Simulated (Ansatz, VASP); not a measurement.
# Li2HfN2 in VASP and in Ansatz

File INCAR:

```
ALGO = Normal
EDIFF = 1E-6
ENCUT = 520
ISIF = 2
ISMEAR = 0
LASPH = T
LCHARG = F
LREAL = F
LWAVE = F
NBANDS = 21
NELM = 80
PREC = Accurate
SIGMA = 0.05
```

Contents of KPOINTS:

```
k-points
0
Gamma
  9 9 6
```

The input POSCAR:

```
Li2HfN2
1.0
    3.2371209533      0.0000000000      0.0000000000
   -1.6185604767      2.8034289807      0.0000000000
    0.0000000000      0.0000000000      5.4235951800
Li Hf N
2 1 2
Direct
    0.6666666667      0.3333333333      0.3827885700
    0.3333333333      0.6666666667      0.6172114300
   -0.0926749431      0.0000000000     -0.1106277257
    0.6666666667      0.3333333333      0.7793848600
    0.3333333333      0.6666666667      0.2206151400
```

Input for Ansatz:

```yaml
crystal:
  lattice:
    - [3.2371209533, 0.0, 0.0]
    - [-1.6185604767, 2.8034289807, 0.0]
    - [0.0, 0.0, 5.42359518]
  atoms:
    - { symbol: Li, position: [0.6666666667, 0.3333333333, 0.38278857] }
    - { symbol: Li, position: [0.3333333333, 0.6666666667, 0.61721143] }
    - { symbol: Hf, position: [-0.0926749431, 0.0, -0.1106277257] }
    - { symbol: "N", position: [0.6666666667, 0.3333333333, 0.77938486] }
    - { symbol: "N", position: [0.3333333333, 0.6666666667, 0.22061514] }
basis:
  ecutwfc: 420
kpoints:
  mp_grid: { grid: [9, 9, 6] }
hamiltonian:
  xc: lda
scf:
  occupations: { method: gaussian, width: 0.05 }
output:
  forces: true
  stress: true
  eigenvalues: true
```

Alike in both runs: task single point; functional LDA; k mesh 9 × 9 × 6; occupations gaussian, width 0.05 eV; no spin polarisation.

|  | VASP | Ansatz |
| --- | --- | --- |
| version | VASP 6.6.1 | Ansatz 0.2.0 |
| potentials or method | VASP PAW LDA potentials, release 64 (Li_sv, Hf_pv, N), cutoff 520 eV | scalar-relativistic, plane waves, PAW |
| valence electrons in the cell | 26 | 42 |

Ansatz gave:

| Property | Result |
| --- | --- |
| gap on the k mesh at the Fermi level (eV) | none |
| rms of the force components (eV/Å) | 5.292 |

Problem. Which values does VASP return?

Solution. gap on the k mesh at the Fermi level (eV): none; rms of the force components (eV/Å): 5.357.

LDA's correlation is that of Perdew and Zunger in VASP and of Perdew and Wang (1992) in Ansatz. Atom by atom the forces differ by 0.070 eV/Å (rms over components). A gap of «none» marks a metal or a gap that the smearing closes. VASP's potentials hold 26 valence electrons a cell and Ansatz's 42, so a difference there can come from the potentials and not from the codes.

Spin-orbit coupling is off throughout. Noted on VASP's run: the cutoff is short for stress, so the pressure is rough.
